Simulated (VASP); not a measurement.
C:

```
C
1.0
     1.22805   -2.12706    0.00000
     1.22805    2.12706    0.00000
     0.00000    0.00000    7.17327
C
4
Direct
  0.08338 0.91662 0.75314
  0.58338 0.41662 0.24686
  0.91662 0.08338 0.24686
  0.41662 0.58338 0.75314
```

- Program: VASP 6.6.1
- Task: relaxation of cell and atoms
- Functional: BLYP
- Dispersion: D3(BJ)
- Potentials or basis: VASP PAW PBE potentials, release 64 (C)
- Cutoff: 600 eV
- k mesh: 12 × 12 × 4
- Occupations: gaussian, width 0.15 eV
- Spin: no spin polarisation

At the start: pressure 4.1 GPa; volume 9.37 Å³/atom.

How do energy, volume and symmetry change on relaxing?

Over 37 steps the energy falls by 13.0 meV/atom and the volume is 8.65 Å³/atom (-7.7 %); space group Fmmm (No. 69, to 0.1 Å) before and after.

The path:
| step | energy change (eV) | largest force (eV/Å) | pressure (GPa) | volume (Å³) |
| --- | --- | --- | --- | --- |
| 1 | 0.0000 | 0.0256 | 4.05 | 37.48 |
| 2 | 0.0504 | 0.0852 | -12.71 | 38.76 |
| 3 | -0.0125 | 0.0143 | -1.54 | 37.87 |
| 4 | -0.0184 | 0.0357 | -1.57 | 37.55 |
| 5 | -0.0335 | 0.1821 | -1.58 | 36.61 |
| 6 | -0.0455 | 0.4830 | -1.16 | 34.72 |
| 7 | -0.0472 | 0.4041 | -1.00 | 34.61 |
| 8 | -0.0499 | 0.1701 | -0.48 | 34.28 |
| 9 | -0.0500 | 0.0984 | -0.29 | 34.18 |
| 10 | -0.0503 | 0.0868 | -0.24 | 34.21 |
| 11 | -0.0510 | 0.0530 | -0.01 | 34.29 |
| 12 | -0.0514 | 0.0305 | 0.43 | 34.45 |
| 13 | -0.0514 | 0.0246 | 0.38 | 34.43 |
| 14 | -0.0515 | 0.0217 | 0.20 | 34.47 |
| 15 | -0.0516 | 0.0191 | -0.08 | 34.54 |
| 16 | -0.0516 | 0.0189 | -0.12 | 34.55 |
| 17 | -0.0516 | 0.0187 | -0.07 | 34.56 |
| 18 | -0.0516 | 0.0200 | 0.03 | 34.58 |
| 19 | -0.0517 | 0.0171 | 0.03 | 34.59 |
| 20 | -0.0517 | 0.0465 | 0.02 | 34.61 |
| 21 | -0.0517 | 0.0435 | 0.00 | 34.62 |
| 22 | -0.0518 | 0.0351 | -0.03 | 34.63 |
| 23 | -0.0519 | 0.0191 | -0.09 | 34.66 |
| 24 | -0.0519 | 0.0210 | -0.23 | 34.71 |
| 25 | -0.0519 | 0.0142 | -0.19 | 34.70 |
| 26 | -0.0519 | 0.0100 | -0.14 | 34.70 |
| 27 | -0.0520 | 0.0074 | -0.01 | 34.69 |
| 28 | -0.0519 | 0.0286 | 0.24 | 34.69 |
| 29 | -0.0520 | 0.0127 | 0.07 | 34.69 |
| 30 | -0.0520 | 0.0060 | 0.00 | 34.69 |
| 31 | -0.0520 | 0.0121 | -0.15 | 34.70 |
| 32 | -0.0521 | 0.0008 | -0.16 | 34.69 |
| 33 | -0.0521 | 0.0281 | -0.16 | 34.66 |
| 34 | -0.0521 | 0.0194 | -0.16 | 34.67 |
| 35 | -0.0521 | 0.0066 | -0.09 | 34.65 |
| 36 | -0.0521 | 0.0120 | 0.01 | 34.62 |
| 37 | -0.0521 | 0.0089 | -0.01 | 34.60 |

Final structure:
```
C
1.0
     1.23530   -2.13810    0.00000
     1.23530    2.13810    0.00000
     0.00000    0.00000    6.54954
C
4
Direct
  0.08332 0.91668 0.74924
  0.58332 0.41668 0.25076
  0.91668 0.08332 0.25076
  0.41668 0.58332 0.74924
```

Caveat: the PAW data sets were made with another functional, which shifts forces and pressure a little.
